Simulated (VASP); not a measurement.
Runs of VASP 6.6.1 on HgTe. Symmetry: F-43m, No. 216, cubic system. The conventional cell has a = 6.578 Å, b = 6.578 Å, c = 6.578 Å, α = 90.00°, β = 90.00°, γ = 90.00°. Hg (site symmetry -43m) has 4 Te at 2.85 Å within 3.8 Å. Te (site symmetry -43m) has 4 Hg at 2.85 Å within 3.8 Å. 

| level | k mesh | cutoff (eV) | smearing | grid for exact exchange (PRECFOCK) | share of exact exchange | screening parameter | gap on the mesh (eV) | pressure (GPa) |
| --- | --- | --- | --- | --- | --- | --- | --- | --- |
| PBE-based screened hybrid with 40 % exact exchange | 4 × 4 × 4 | 400 | fermi-dirac 0.02 eV | Normal | 0.4 | 0.3 1/Å | none | -0.5 |
| PBE-based screened hybrid with 75 % exact exchange | 4 × 4 × 4 | 400 | fermi-dirac 0.02 eV | Normal | 0.75 | 0.1 1/Å | (b) | -3.7 |
| PBE | 4 × 4 × 4 | 500 | fermi-dirac 0.5 eV | - | - | - | none | 2.5 |
| PBE | 4 × 4 × 4 | 500 | fermi-dirac 0.02 eV | - | - | - | none | 1.7 |
| PBE-based screened hybrid with 30 % exact exchange | 4 × 4 × 4 | 400 | fermi-dirac 0.02 eV | Normal | 0.3 | 0.3 1/Å | none | 0.0 |
| PBE | 4 × 4 × 4 | 500 | fermi-dirac 0.001 eV | - | - | - | none | 1.7 |
| PBE-based screened hybrid with 100 % exact exchange | 4 × 4 × 4 | 400 | fermi-dirac 0.02 eV | Normal | 1 | 0.1 1/Å | 3.44 | -5.4 |
| PBE | 5 × 5 × 5 | 500 | fermi-dirac 0.02 eV | - | - | - | none | (a) |
| PBE | 4 × 4 × 4 | 500 | gaussian 0.2 eV | - | - | - | none | 1.7 |

Alike in all rows: task single point; potentials or basis VASP PAW PBE potentials, release 64 (Hg, Te); no spin polarisation; cell as given.

**Question.** Fill in the values left out.

**Answer.** (a) 1.4; (b) 2.40.

Caveats: some runs use coarse meshes; spin-orbit coupling is left out, which moves the levels of the heavy elements; semilocal functionals underestimate gaps, so a narrow gap can read as zero (at least some runs); the PAW data sets were made with another functional, which shifts forces and pressure a little (at least some runs); the cell stands under tension (at least some runs); so wide a smearing shifts energies and pressures (at least some runs).

A k mesh can miss the band edges, and the runs leave out spin-orbit coupling on Hg, Te.

A gap of «none» marks levels without a gap at the run's occupations.
